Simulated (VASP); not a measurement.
A run of VASP 6.6.1:

File INCAR:

```
ALGO = Normal
EDIFF = 1E-6
ENCUT = 500
GGA = PS
GGA_COMPAT = False
ISIF = 2
ISMEAR = -1
LASPH = True
LCHARG = False
LREAL = False
LWAVE = False
NBANDS = 8
NELM = 120
PREC = Accurate
SIGMA = 0.05
```

Contents of KPOINTS:

```
k-points
0
Gamma
  10 10 10
```

The input POSCAR:

```
Al
1.0
    0.0000000000      2.0249200000      2.0249200000
    2.0249200000      0.0000000000      2.0249200000
    2.0249200000      2.0249200000      0.0000000000
Al
1
Direct
    0.0000000000      0.0000000000      0.0000000000
```

Potentials or basis: VASP PAW PBE potentials, release 64 (Al).

Command:

```console
$ cat potpaw_PBE.64/Al/POTCAR > POTCAR
$ mpirun -np 1 vasp_std > vasp.out
```

Hardware: 1 thread of Intel Xeon 8259CL (shared host).

Problem. Estimate the wall time of this run.

Solution. Wall time 8.1 s on 1 thread of Intel Xeon 8259CL (shared host), peak memory 0.13 GiB. Counts: scf iterations 9, k points 47.
